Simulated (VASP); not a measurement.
# SiNi (rocksalt type) (Fm-3m) in VASP: notebook

The runs below take SiNi (rocksalt type) through single point, with PBE.

Everything below comes from runs of VASP 6.6.1. Logs are shortened: lines on timing, memory, paths and dates and some standing lists are left out, and cuts for length are marked.

### 1 The cell of the first run

It takes space group Fm-3m (No. 225, cubic). Conventional cell: a = 4.401 Å, b = 4.401 Å, c = 4.401 Å, α = 90.00°, β = 90.00°, γ = 90.00°. Within 2.9 Å of Ni (site symmetry m-3m) lie 6 Si at 2.20 Å. Si (site symmetry m-3m) has 6 Ni at 2.20 Å within 2.9 Å.

### 2 Single point, PBE (10.66 Å³/atom)

INCAR

```
SYSTEM = SiNi
PREC     = Accurate       ! precision mode
ENCUT    = 520            ! plane-wave cutoff, eV
EDIFF    = 1E-7           ! SCF threshold, eV
ISMEAR   = -1             ! smearing method
SIGMA    = 0.08           ! smearing width, eV
LREAL    = .False.        ! projectors in reciprocal space
LASPH    = .True.         ! aspherical terms in the spheres
NELM     = 60             ! most SCF steps
ALGO     = Normal         ! electronic algorithm
ISIF     = 2              ! what is computed and relaxed
LWAVE    = .False.        ! write WAVECAR
LCHARG   = .False.        ! write CHGCAR
GGA      = PE             ! functional
NBANDS   = 14             ! bands
```

KPOINTS

```
regular mesh
0
Gamma
  14 14 14
  0 0 0
```

POSCAR

```
SiNi
1.0
    0.0000000000      2.2005336594      2.2005336594
    2.2005336594      0.0000000000      2.2005336594
    2.2005336594      2.2005336594      0.0000000000
Ni Si
1 1
Direct
    0.0000000000      0.0000000000      0.0000000000
    0.5000000000      0.5000000000      0.5000000000
```

Potentials or basis: VASP PAW PBE potentials, release 64 (Ni, Si).

The run is started by

```console
> cat potpaw_PBE.64/Ni/POTCAR potpaw_PBE.64/Si/POTCAR > POTCAR
> mpirun -np 1 vasp_std > vasp.out
```

OUTCAR:

```text
SYSTEM = SiNi
   PREC = Accurate
   ENCUT = 520
   EDIFF = 1E-7
   ISMEAR = -1
   LREAL = .False.
   LASPH = .True.
   NELM = 60
   ISIF = 2
   GGA = PE

 ion  position               nearest neighbor table
   1  0.000  0.000  0.000-   2 2.20   2 2.20   2 2.20   2 2.20   2 2.20   2 2.20
   2  0.500  0.500  0.500-   1 2.20   1 2.20   1 2.20   1 2.20   1 2.20   1 2.20

  LATTYP: Found a face centered cubic cell.
 ALAT       =     4.4010673188

  Lattice vectors:

 A1 = (   0.0000000000,   2.2005336594,   2.2005336594)
 A2 = (   2.2005336594,   0.0000000000,   2.2005336594)
 A3 = (   2.2005336594,   2.2005336594,   0.0000000000)

Analysis of symmetry for initial positions (statically):
=====================================================================
 Subroutine PRICEL returns:
 Original cell was already a primitive cell.

 Routine SETGRP: Setting up the symmetry group for a
 face centered cubic supercell.

 Subroutine GETGRP returns: Found 48 space group operations
 (whereof 48 operations were pure point group operations)
 out of a pool of 48 trial point group operations.

The static configuration has the point symmetry O_h .

Analysis of symmetry for dynamics (positions and initial velocities):
=====================================================================
 Subroutine PRICEL returns:
 Original cell was already a primitive cell.

 Routine SETGRP: Setting up the symmetry group for a
 face centered cubic supercell.

 Subroutine GETGRP returns: Found 48 space group operations
 (whereof 48 operations were pure point group operations)
 out of a pool of 48 trial point group operations.

The dynamic configuration has the point symmetry O_h .

 Subroutine INISYM returns: Found 48 space group operations
 (whereof 48 operations are pure point group operations),
 and found     1 'primitive' translations

----------------------------------------------------------------------------------------

                                     Primitive cell

  volume of cell :      21.3115

  direct lattice vectors                    reciprocal lattice vectors
     0.000000000  2.200533659  2.200533659    -0.227217611  0.227217611  0.227217611
     2.200533659  0.000000000  2.200533659     0.227217611 -0.227217611  0.227217611
     2.200533659  2.200533659  0.000000000     0.227217611  0.227217611 -0.227217611

  length of vectors
     3.112024546  3.112024546  3.112024546     0.393552446  0.393552446  0.393552446

  position of ions in fractional coordinates (direct lattice)
     0.000000000  0.000000000  0.000000000
     0.500000000  0.500000000  0.500000000

  ion indices of the primitive-cell ions
   primitive index   ion index
                 1           1
                 2           2

----------------------------------------------------------------------------------------

 KPOINTS: regular mesh

Automatic generation of k-mesh.
 Grid dimensions read from file:
 generate k-points for:   14   14   14

 Generating k-lattice:

  Cartesian coordinates                     Fractional coordinates (reciprocal lattice)
    -0.016229829  0.016229829  0.016229829     0.071428571  0.000000000  0.000000000
     0.016229829 -0.016229829  0.016229829     0.000000000  0.071428571  0.000000000
     0.016229829  0.016229829 -0.016229829     0.000000000  0.000000000  0.071428571

  Length of vectors
     0.028110889  0.028110889  0.028110889

  Shift w.r.t. Gamma in fractional coordinates (k-lattice)
     0.000000000  0.000000000  0.000000000

 Subroutine IBZKPT returns following result:
 ===========================================

 Found    104 irreducible k-points:

 Following reciprocal coordinates:
            Coordinates               Weight
  0.000000  0.000000  0.000000      1.000000
  0.071429  0.000000  0.000000      8.000000
  0.142857  0.000000  0.000000      8.000000
  0.214286  0.000000  0.000000      8.000000
  0.285714  0.000000  0.000000      8.000000
  0.357143  0.000000  0.000000      8.000000
[... 16 lines left out ...]
  0.214286  0.142857  0.000000     24.000000
  0.285714  0.142857  0.000000     24.000000
 [... further k-points ...]
   k-points           NKPTS =    104   k-points in BZ     NKDIM =    104   number of bands    NBANDS=     14
   number of dos      NEDOS =    301   number of ions     NIONS =      2
   total plane-waves  NPLWV =  13824
   dimension x,y,z NGX =    24 NGY =   24 NGZ =   24
   dimension x,y,z NGXF=    48 NGYF=   48 NGZF=   48
   ions per type =               1   1
   NGX,Y,Z   is equivalent  to a cutoff of  12.82, 12.82, 12.82 a.u.
   NGXF,Y,Z  is equivalent  to a cutoff of  25.64, 25.64, 25.64 a.u.
 SYSTEM =  SiNi
   PREC   = accura    normal or accurate (medium, high low for compatibility)
   ISTART =      0    job   : 0-new  1-cont  2-samecut
   ICHARG =      2    charge: 1-file 2-atom 10-const
   ISPIN  =      1    spin polarized calculation?
   LNONCOLLINEAR =      F non collinear calculations
[... 69 lines left out ...]
     10      23.2206      0.00000
     11      23.2206      0.00000
     12      23.2206      0.00000
     13      24.5230      0.00000
     14      28.3273      0.00000

 k-point     2 :       0.0714    0.0000    0.0000
  band No.  band energies     occupation
      1      -1.4842      2.00000
      2       8.7554      2.00000
      3       8.8246      2.00000
      4       8.8246      2.00000
      5       8.9106      2.00000
      6       8.9106      2.00000
      7      16.7743      0.00000
      8      17.4207      0.00000
      9      17.4207      0.00000
     10      22.5466      0.00000
     11      23.3259      0.00000
     12      23.3259      0.00000
     13      25.6564      0.00000
     14      27.1657      0.00000

 k-point     3 :       0.1429    0.0000    0.0000
  band No.  band energies     occupation
      1      -1.1307      2.00000
      2       8.5349      2.00000
      3       8.6894      2.00000
      4       8.6894      2.00000
      5       9.0259      2.00000
      6       9.0259      2.00000
      7      15.3661      0.00000
      8      17.5439      0.00000
      9      17.5439      0.00000
     10      21.8383      0.00000
     11      23.4653      0.00000
     12      23.4653      0.00000
     13      25.8846      0.00000
     14      25.8846      0.00000

 k-point     4 :       0.2143    0.0000    0.0000
  band No.  band energies     occupation
      1      -0.5487      2.00000
      2       8.1236      2.00000
      3       8.4839      2.00000
      4       8.4839      2.00000
      5       9.2241      2.00000
      6       9.2241      2.00000
      7      13.7715      0.00000
      8      17.7245      0.00000
      9      17.7245      0.00000
     10      21.2365      0.00000
     11      22.9396      0.00000
     12      22.9396      0.00000
     13      25.7115      0.00000
     14      25.7115      0.00000

 k-point     5 :       0.2857    0.0000    0.0000
  band No.  band energies     occupation
      1       0.2501      2.00000
      2       7.4397      2.00000
      3       8.2685      2.00000
      4       8.2685      2.00000
      5       9.4608      2.00000
      6       9.4608      2.00000
      7      12.3955      0.86288
      8      17.9518      0.00000
      9      17.9518      0.00000
     10      20.6884      0.00000
     11      21.8548      0.00000
[... 276 lines left out ...]
 k-point    22 :       0.1429    0.1429    0.0000
  band No.  band energies     occupation
      1      -0.9773      2.00000
      2       8.4520      2.00000
      3       8.5775      2.00000
      4       8.9254      2.00000
      5       8.9254      2.00000
      6       9.0096      2.00000
      7      16.2434      0.00000
      8      16.2434      0.00000
      9      17.2028      0.00000
     10      21.0450      0.00000
     11      22.6293      0.00000
     12      24.3564      0.00000
     13      24.3564      0.00000
     14      28.1875      0.00000

 k-point    23 :       0.2143    0.1429    0.0000
  band No.  band energies     occupation
      1      -0.5550      2.00000
      2       8.1945      2.00000
      3       8.3912      2.00000
      4       8.8311      2.00000
      5       9.0356      2.00000
      6       9.1890      2.00000
      7      15.0362      0.00000
      8      15.8573      0.00000
      9      17.6001      0.00000
     10      20.7969      0.00000
     11      21.1451      0.00000
     12      24.6325      0.00000
     13      24.7657      0.00000
     14      28.4032      0.00000

 k-point    24 :       0.2857    0.1429    0.0000
  band No.  band energies     occupation
      1       0.0876      2.00000
      2       7.8097      2.00000
      3       8.1324      2.00000
      4       8.6424      2.00000
      5       9.2254      2.00000
      6       9.4411      2.00000
      7      13.4777      0.00000
      8      15.6580      0.00000
      9      17.9156      0.00000
     10      19.7479      0.00000
     11      21.3144      0.00000
     12      24.6372      0.00000
     13      24.6463      0.00000
     14      28.4338      0.00000

 [... further k-points ...]

------------------------ aborting loop because EDIFF is reached ----------------------------------------

  FORCE on cell =-STRESS in cart. coord.  units (eV):
  Direction    XX          YY          ZZ          XY          YZ          ZX
  --------------------------------------------------------------------------------------
  -------------------------------------------------------------------------------------
  Total        6.8617632      6.8617632      6.8617632      0.0000000      0.0000000      0.0000000
  in kB      515.8604879    515.8604879    515.8604879      0.0000000      0.0000000      0.0000000
  external PRESSURE =     515.8604879 kB  Pullay stress =       0.0000000 kB

 VOLUME and BASIS-vectors are now :
 -----------------------------------------------------------------------------
  energy-cutoff  :      520.00
  volume of cell :       21.31
      direct lattice vectors                 reciprocal lattice vectors
     0.000000000  2.200533659  2.200533659    -0.227217611  0.227217611  0.227217611
     2.200533659  0.000000000  2.200533659     0.227217611 -0.227217611  0.227217611
     2.200533659  2.200533659  0.000000000     0.227217611  0.227217611 -0.227217611

 POSITION                                       TOTAL-FORCE (eV/Angst)
 -----------------------------------------------------------------------------------
      0.00000      0.00000      0.00000        -0.000000     -0.000000     -0.000000
      2.20053      2.20053      2.20053         0.000000      0.000000      0.000000
 -----------------------------------------------------------------------------------
    total drift:                                0.000000     -0.000000     -0.000000

  FREE ENERGIE OF THE ION-ELECTRON SYSTEM (eV)
  ---------------------------------------------------
  free  energy   TOTEN  =       -10.1762128126 eV

  energy  without entropy=      -10.1527481459  energy(sigma->0) =      -10.16448048
```

Run time: 27 s. Hardware: 1 thread of Intel Xeon Platinum 8259CL at 2.50GHz (Skylake/Cascade Lake), shared host; peak memory 0.16 GiB.

What came out:

- Free energy: -10.1762 eV
- Pressure: 51.6 GPa
- Band gap on the k mesh: zero (bands 7 and 8 overlap by 6.25 eV)

Levels at points of the mesh, in eV from the Fermi level:
```csv
k point,band 5,band 6,band 7,band 8,band 9,band 10
"(0.00, 0.00, 0.00)",-3.45,-3.45,5.00,5.00,5.00,10.85
"(0.50, 0.00, 0.00)",-2.45,-2.45,-1.56,6.58,6.58,7.00
"(0.50, 0.50, 0.00)",-2.20,-2.20,-0.87,-0.34,-0.34,5.23
```

Caveat: the cell stands under pressure. Spin polarisation is off, so any magnetic state and its effect on volume and gap are missing.

### 3 Single point, PBE (11.72 Å³/atom)

This run uses another cell than the first one, of 11.72 Å³/atom.

INCAR

```
SYSTEM = SiNi
PREC = Accurate
ENCUT = 520
EDIFF = 1E-7
ISMEAR = -1
SIGMA = 0.08
LREAL = .FALSE.
LASPH = .TRUE.
NELM = 60
ALGO = Normal
ISIF = 2
LWAVE = .FALSE.
LCHARG = .FALSE.
GGA = PE
NBANDS = 14
```

KPOINTS

```
regular mesh
0
G
  14 14 14
  0 0 0
```

POSCAR

```
SiNi
1.0
    0.0000000000      2.2715671400      2.2715671400
    2.2715671400      0.0000000000      2.2715671400
    2.2715671400      2.2715671400      0.0000000000
Ni Si
1 1
Direct
    0.0000000000      0.0000000000      0.0000000000
    0.5000000000      0.5000000000      0.5000000000
```

Potentials or basis: VASP PAW PBE potentials, release 64 (Ni, Si).

The run is started by

```console
> cat potpaw_PBE.64/Ni/POTCAR potpaw_PBE.64/Si/POTCAR > POTCAR
> mpirun -np 1 vasp_std > vasp.out
```

Run time: 20 s. Hardware: 1 thread of Intel Xeon Platinum 8259CL at 2.50GHz (Skylake/Cascade Lake), shared host; peak memory 0.15 GiB.

Results (log left out):

```yaml
Free_energy: -10.6649 eV
Pressure: 23.9 GPa
Band_gap_on_the_k_mesh: zero (bands 7 and 8 overlap by 5.62 eV)
```

Levels at points of the mesh, in eV from the Fermi level:
```tsv
k point	band 5	band 6	band 7	band 8	band 9	band 10
(0.00, 0.00, 0.00)	-2.98	-2.98	4.55	4.55	4.55	10.50
(0.50, 0.00, 0.00)	-2.12	-2.12	-1.38	6.37	6.37	6.47
(0.50, 0.50, 0.00)	-1.90	-1.90	-0.78	-0.26	-0.26	4.53
```

Caveat: the cell stands under pressure. Spin polarisation is off, so any magnetic state and its effect on volume and gap are missing.

### 4 Single point, PBE (12.52 Å³/atom)

This run uses another cell than the first one, of 12.52 Å³/atom.

INCAR

```
SYSTEM = SiNi
  PREC = Accurate
  ENCUT = 520
  EDIFF = 1E-6
  ISMEAR = -1
  SIGMA = 0.08
  LREAL = .FALSE.
  LASPH = .TRUE.
  NELM = 80
  ALGO = Normal
  ISIF = 2
  LWAVE = .FALSE.
  LCHARG = .FALSE.
  GGA = PE
  NBANDS = 14
```

KPOINTS is that of step 3.

POSCAR

```
SiNi
1.0
    0.0000000000      2.3220628559      2.3220628559
    2.3220628559      0.0000000000      2.3220628559
    2.3220628559      2.3220628559      0.0000000000
Ni Si
1 1
Direct
    0.0000000000      0.0000000000      0.0000000000
    0.5000000000      0.5000000000      0.5000000000
```

The run is started by

```console
> cat potpaw_PBE.64/Ni/POTCAR potpaw_PBE.64/Si/POTCAR > POTCAR
> mpirun -np 1 vasp_std > vasp.out
```

It took 19 s on 1 thread of Intel Xeon Platinum 8259CL at 2.50GHz (Skylake/Cascade Lake), shared host; peak memory 0.16 GiB.

Results (log left out):

* Free energy: -10.8309 eV
* Pressure: 10.0 GPa
* Band gap on the k mesh: zero (bands 7 and 8 overlap by 5.22 eV)

Levels at points of the mesh, in eV from the Fermi level:
```csv
k point,band 4,band 5,band 6,band 7,band 8,band 9,band 10,band 11
"(0.00, 0.00, 0.00)",-2.73,-2.69,-2.69,4.26,4.26,4.26,10.28,10.28
"(0.50, 0.00, 0.00)",-3.59,-1.91,-1.91,-1.26,5.97,5.97,6.40,6.40
"(0.50, 0.50, 0.00)",-2.32,-1.71,-1.71,-0.73,-0.20,-0.20,4.10,6.28
```

Caveat: the cell stands under pressure. Spin polarisation is off, so any magnetic state and its effect on volume and gap are missing.

### 5 Single point, PBE (12.52 Å³/atom)

This run uses another cell than the first one, of 12.52 Å³/atom.

INCAR

```
ALGO = Normal ; EDIFF = 1E-6
ENCUT = 520 ; GGA = PE
ISIF = 2 ; ISMEAR = -1
LASPH = True ; LCHARG = False
LREAL = False ; LWAVE = False
NBANDS = 14 ; NELM = 60
PREC = Accurate ; SIGMA = 0.08
```

KPOINTS

```
k-points
0
Gamma
  14 14 14
```

POSCAR is that of step 4.

The run is started by

```console
> cat potpaw_PBE.64/Ni/POTCAR potpaw_PBE.64/Si/POTCAR > POTCAR
> mpirun -np 1 vasp_std > vasp.out
```

Run time: 21 s. Hardware: 1 thread of Intel Xeon Platinum 8259CL at 2.50GHz (Skylake/Cascade Lake), shared host; peak memory 0.16 GiB.

Results (log left out):

* Free energy: -10.8309 eV
* Pressure: 10.0 GPa
* Band gap on the k mesh: zero (bands 7 and 8 overlap by 5.22 eV)

Levels at points of the mesh, in eV from the Fermi level:
| k point | band 4 | band 5 | band 6 | band 7 | band 8 | band 9 | band 10 | band 11 |
| --- | --- | --- | --- | --- | --- | --- | --- | --- |
| (0.00, 0.00, 0.00) | -2.73 | -2.69 | -2.69 | 4.26 | 4.26 | 4.26 | 10.28 | 10.28 |
| (0.50, 0.00, 0.00) | -3.59 | -1.91 | -1.91 | -1.26 | 5.97 | 5.97 | 6.40 | 6.40 |
| (0.50, 0.50, 0.00) | -2.32 | -1.71 | -1.71 | -0.73 | -0.20 | -0.20 | 4.10 | 6.28 |

Caveat: the cell stands under pressure. Spin polarisation is off, so any magnetic state and its effect on volume and gap are missing.

### 6 Single point, PBE

This run uses another cell than the first one, of 13.32 Å³/atom.

INCAR

```
ALGO = Normal ; EDIFF = 1E-6
ENCUT = 520 ; GGA = PE
ISIF = 2 ; ISMEAR = -1
LASPH = T ; LCHARG = F
LREAL = F ; LWAVE = F
NBANDS = 14 ; NELM = 60
PREC = Accurate ; SIGMA = 0.08
```

KPOINTS is that of step 5.

POSCAR

```
SiNi
1.0
    0.0000000000      2.3704530262      2.3704530262
    2.3704530262      0.0000000000      2.3704530262
    2.3704530262      2.3704530262      0.0000000000
Ni Si
1 1
Direct
    0.0000000000      0.0000000000      0.0000000000
    0.5000000000      0.5000000000      0.5000000000
```

Potentials or basis: VASP PAW PBE potentials, release 64 (Ni, Si).

The run is started by

```console
> cat potpaw_PBE.64/Ni/POTCAR potpaw_PBE.64/Si/POTCAR > POTCAR
> mpirun -np 1 vasp_std > vasp.out
```

Wall time 41 s (1 thread of Intel Xeon Platinum 8259CL at 2.50GHz (Skylake/Cascade Lake), shared host); peak memory 0.18 GiB.

It converged, with:

```yaml
Free_energy: -10.8788 eV
Pressure: 0.0 GPa
Band_gap_on_the_k_mesh: zero (bands 7 and 8 overlap by 4.87 eV)
```

Levels at points of the mesh, in eV from the Fermi level:
```tsv
k point	band 3	band 4	band 5	band 6	band 7	band 8	band 9	band 10	band 11	band 12
(0.00, 0.00, 0.00)	-2.46	-2.46	-2.44	-2.44	4.01	4.01	4.01	10.07	10.07	10.07
(0.50, 0.00, 0.00)	-3.29	-3.29	-1.73	-1.73	-1.16	5.61	5.61	6.32	6.32	6.70
(0.50, 0.50, 0.00)	-3.31	-2.11	-1.55	-1.55	-0.67	-0.15	-0.15	3.72	6.20	17.58
```

### 7 Summary

| cell | gap on the mesh (eV) | pressure (GPa) |
| --- | --- | --- |
| a = 3.112 Å, angles 60.0°, 2 atoms | none | 51.6 |
| a = 3.212 Å, angles 60.0°, 2 atoms | none | 23.9 |
| a = 3.284 Å, angles 60.0°, 2 atoms | none | 10.0 |
| a = 3.352 Å, angles 60.0°, 2 atoms | none | 0.0 |

Alike in all rows: task single point; level PBE; potentials or basis VASP PAW PBE potentials, release 64 (Ni, Si); no spin polarisation; k mesh 14 × 14 × 14; cutoff (eV) 520; smearing fermi-dirac 0.08 eV.

Caveats: the cell stands under pressure (at least some runs).

Total energies depend on the potentials used, so only differences within one code and one set of settings carry meaning.
